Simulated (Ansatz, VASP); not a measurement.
# Two plane-wave programs on InP

```xyz
14
Lattice="5.8787 0.0000 0.0000 0.0000 4.1569 0.0000 0.0000 0.0000 28.4706" Properties=species:S:1:pos:R:3 pbc="T T T"
In    3.2730    2.0784    8.4516
In    5.7815    0.0000    9.9890
In    2.8639    2.0784   12.1828
In    5.7823    0.0000   14.2353
In    2.8639    2.0784   16.2878
In   -0.0972    0.0000   18.4816
In    3.2730    2.0784   20.0190
P     4.5033    0.0000    7.7702
P     1.3733    2.0784   10.0981
P     4.3451    0.0000   12.1303
P     1.3761    2.0784   14.2353
P     4.3451    0.0000   16.3403
P     1.3733    2.0784   18.3724
P     4.5032    0.0000   20.7004
```

Alike in both runs: functional PBEsol; k mesh 4 × 6 × 1; occupations gaussian, width 0.05 eV; no spin polarisation.

Ansatz relaxed the structure, and its values are those at the end. VASP's run is a single point on that final structure, the one shown.

|  | VASP | Ansatz |
| --- | --- | --- |
| version | VASP 6.6.1 | Ansatz 0.2.0 |
| potentials or method | VASP PAW PBE potentials, release 64 (In_d, P), cutoff 520 eV | plane-wave PAW, scalar-relativistic |
| valence electrons in the cell | 126 | 126 |

Ansatz gave:

* gap on the k mesh at the Fermi level (eV): 1.00
* rms of the force components (eV/Å): 0.002

Q: Which values does VASP return?

A: gap on the k mesh at the Fermi level (eV): 1.00; rms of the force components (eV/Å): 0.003.

VASP's potentials were made for PBE, not for PBEsol, and Ansatz warns of the same on its side. With one functional, cell and mesh, what is left measures potentials, basis and numerics.
